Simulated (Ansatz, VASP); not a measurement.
Given: the input of a run of VASP 6.6.1 on Y.

INCAR

```
SYSTEM = Y
PREC     = Accurate       ! precision mode
ENCUT    = 600            ! plane-wave cutoff, eV
EDIFF    = 1E-7           ! SCF threshold, eV
ISMEAR   = -1             ! smearing method
SIGMA    = 0.05           ! smearing width, eV
LREAL    = .False.        ! projectors in reciprocal space
LASPH    = .True.         ! aspherical terms in the spheres
NELM     = 80             ! most SCF steps
ALGO     = Normal         ! electronic algorithm
ISIF     = 3              ! what is computed and relaxed
LWAVE    = .False.        ! write WAVECAR
LCHARG   = .False.        ! write CHGCAR
GGA      = PE             ! functional
IBRION   = 2              ! ionic algorithm
NSW      = 60             ! ionic steps
EDIFFG   = -0.01          ! ionic threshold
```

File KPOINTS:

```
Automatic mesh
0
Gamma
  7 7 7
  0 0 0
```

File POSCAR:

```
Y
1.0
    0.0000000000      2.5519910612      2.5519910612
    2.5519910612      0.0000000000      2.5519910612
    2.5519910612      2.5519910612      0.0000000000
Y
1
Direct
    0.0000000000      0.0000000000      0.0000000000
```

Potentials or basis: VASP PAW PBE potentials, release 64 (Y_sv).

Command:

```sh
$ cat potpaw_PBE.64/Y_sv/POTCAR > POTCAR
$ mpirun -np 1 vasp_std > vasp.out
```

Translate it to Ansatz 0.2.0. Potentials there: Ansatz PAW.

As run (the cutoff follows the program's own potentials):

input.yaml

```yaml
crystal:
  lattice:
    - [0.0, 2.5519910612, 2.5519910612]
    - [2.5519910612, 0.0, 2.5519910612]
    - [2.5519910612, 2.5519910612, 0.0]
  atoms:
    - { symbol: "Y", position: [0.0, 0.0, 0.0] }
hamiltonian:
  xc: pbe
  pseudopotentials: { kind: paw }
kpoints:
  mp_grid: { grid: [7, 7, 7] }
scf:
  occupations: { method: fermi_dirac, width: 0.05 }
output:
  forces: true
  stress: true
  eigenvalues: true
relax:
  f_tol: 0.01
  max_steps: 40
  cell: { stress_tol: 0.05 }
```

Potentials or basis: Ansatz PAW.

Run with:

```sh
$ ansatz run input.yaml --threads 2 --pin off --max-ram 5632MiB --backend cpu --events-out ev --progress --plain --runs-dir out
```

Both were run:

|  | VASP | Ansatz | Ansatz less VASP |
| --- | --- | --- | --- |
| gap on the k mesh at the Fermi level, each at its own relaxed structure (eV) | none | none | - |
| relaxed volume (Å³/atom) | 32.32 | 32.41 | +0.092 |
| relaxed cell length with the largest relative difference (Å) | 3.575 | 3.579 | +0.0034 |

A gap of «none» marks a metal or a gap that the smearing closes.

Noted on Ansatz's run: the plane-wave basis is chosen anew once the cell has moved, so the energies of steps on either side of that aren't comparable.
